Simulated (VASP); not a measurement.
The system is HfBr.

```xyz
2
Lattice="0.0000 2.9236 2.9236 2.9236 0.0000 2.9236 2.9236 2.9236 0.0000" Properties=species:S:1:pos:R:3 pbc="T T T"
Hf    0.0000    0.0000    0.0000
Br    2.9236    2.9236    2.9236
```

```yaml
Program: VASP 6.6.1
Task: relaxation of cell and atoms
Functional: PBE
Potentials_or_basis: VASP PAW PBE potentials, release 64 (Hf_pv, Br)
Cutoff: 600 eV
k_mesh: 6 × 6 × 6
Occupations: gaussian, width 0.1 eV
Spin: no spin polarisation
```

At the start: pressure -6.8 GPa; volume 24.99 Å³/atom.

Task: Where does the relaxation end?

Result: Over 3 steps the energy falls by 90.8 meV/atom and the volume is 21.53 Å³/atom (-13.9 %); space group Fm-3m (No. 225, to 0.05 Å).

Step by step:
```tsv
step	energy change (eV)	largest force (eV/Å)	pressure (GPa)	volume (Å³)
1	0.0000	0.0000	-6.82	49.98
2	-0.1807	0.0000	0.72	42.68
3	-0.1815	0.0000	-0.02	43.06
```

Final structure:
```xyz
2
Lattice="0.0000 2.7819 2.7819 2.7819 0.0000 2.7819 2.7819 2.7819 0.0000" Properties=species:S:1:pos:R:3 pbc="T T T"
Hf    0.0000    0.0000    0.0000
Br    2.7819    2.7819    2.7819
```
